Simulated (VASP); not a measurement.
A run of VASP 6.6.1 is set up as follows.

File INCAR:

```
  ALGO = Normal
  EDIFF = 1E-6
  ENCUT = 520
  GGA = PE
  ISIF = 2
  ISMEAR = -1
  LASPH = T
  LCHARG = F
  LREAL = F
  LWAVE = F
  NBANDS = 11
  NELM = 60
  PREC = Accurate
  SIGMA = 0.08
```

File KPOINTS:

```
k-points
0
Gamma
  12 12 12
```

The input POSCAR:

```
Ca
1.0
    0.0000000000      2.5211926412      2.5211926412
    2.5211926412      0.0000000000      2.5211926412
    2.5211926412      2.5211926412      0.0000000000
Ca
1
Direct
    0.0000000000      0.0000000000      0.0000000000
```

Potentials or basis: VASP PAW PBE potentials, release 64 (Ca_sv).

Command:

```console
$ cat potpaw_PBE.64/Ca_sv/POTCAR > POTCAR
$ mpirun -np 1 vasp_std > vasp.out
```

Problem. Estimate the pressure.

Solution. 7.3 GPa.
